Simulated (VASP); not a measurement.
Write the native input for VASP 6.6.1 that does the following.

```yaml
Task: single point
Functional: PBE
Potentials_or_basis: VASP PAW PBE potentials, release 64 (Al, Cu)
Cutoff: 520 eV
k_mesh: 16 × 16 × 16
Occupations: gaussian, width 0.15 eV
Spin: no spin polarisation
Dipole_correction: no
Further_INCAR_settings: ALGO = Fast; EDIFF = 1e-06; NBANDS = 16
```

The structure of Al2Cu lies in POSCAR:

```
Al2Cu
1.0
   -2.0446280232      1.9423966220      2.8912313231
    2.0446280232     -1.9423966220      2.8912313231
    2.0446280232      1.9423966220     -2.8912313231
Al Cu
2 1
Direct
    0.7500000000      0.2500000000      0.5000000000
    0.2500000000      0.7500000000      0.5000000000
    0.5000000000      0.5000000000      0.0000000000
```

This cell differs from its parent crystal: strain -0.0500 x Voigt [0, 1, 0, 0, 0, 0].

The input as run:

INCAR

```
SYSTEM = Al2Cu
PREC = Accurate
ENCUT = 520
EDIFF = 1E-6
ISMEAR = 0
SIGMA = 0.15
LREAL = .FALSE.
LASPH = .TRUE.
NELM = 100
ALGO = Fast
ISIF = 2
LWAVE = .FALSE.
LCHARG = .FALSE.
GGA = PE
NBANDS = 16
```

KPOINTS

```
regular mesh
0
G
  16 16 16
  0 0 0
```

Potentials or basis: VASP PAW PBE potentials, release 64 (Al, Cu).

The run is started by

```console
$ cat potpaw_PBE.64/Al/POTCAR potpaw_PBE.64/Cu/POTCAR > POTCAR
$ mpirun -np 1 vasp_std > vasp.out
```

Results of the run:

```
Pressure               : 6.1 GPa
Largest force          : 0.316 eV/Å
Band gap on the k mesh : zero (an odd number of electrons rules out a gap without spin polarisation)
```

Caveat: the cell differs from its parent crystal (strain -0.0500 x Voigt [0, 1, 0, 0, 0, 0]); the stress differs along the axes, from 2 to 11 GPa.

Wall time 8.8 min on 1 thread of AMD EPYC 7R13 Processor (Zen 3), with other jobs on the host, peak memory 0.5 GiB.
